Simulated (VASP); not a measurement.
A run of VASP 6.6.1:

File INCAR:

```
ALGO = Normal
EDIFF = 1E-6
EDIFFG = -0.04
ENCUT = 600
GGA = PE
IBRION = 2
ISIF = 3
ISMEAR = 0
LASPH = True
LCHARG = False
LREAL = False
LWAVE = False
NELM = 100
NSW = 90
PREC = Accurate
SIGMA = 0.1
```

Contents of KPOINTS:

```
k-points
0
Gamma
  6 6 4
```

Contents of POSCAR:

```
CaHfS2
1.0
    3.4596472700      0.0000000000      0.0000000000
   -1.7298236300      2.9961424200      0.0000000000
    0.0000000000      0.0000000000      6.4102356400
Ca Hf S
1 1 2
Direct
    0.3333333300      0.6666666700      0.5000000000
    0.6666666700      0.3333333300      0.0000000000
    0.0000000000      0.0000000000      0.2507091900
    0.0000000000      0.0000000000      0.7492908100
```

Potentials or basis: VASP PAW PBE potentials, release 64 (Ca_sv, Hf_pv, S).

The run is started by

```bash
$ cat potpaw_PBE.64/Ca_sv/POTCAR potpaw_PBE.64/Hf_pv/POTCAR potpaw_PBE.64/S/POTCAR > POTCAR
$ mpirun -np 1 vasp_std > vasp.out
```

Hardware: 1 thread of Intel(R) Xeon(R) Platinum 8259CL CPU @ 2.50GHz (Skylake/Cascade Lake), on a shared host.

Task: How long does it take, and how much memory?

Result: Wall time 5.3 min on 1 thread of Intel(R) Xeon(R) Platinum 8259CL CPU @ 2.50GHz (Skylake/Cascade Lake), on a shared host, peak memory 0.23 GiB. Counts: scf iterations 73, k points 21, ion steps 8.
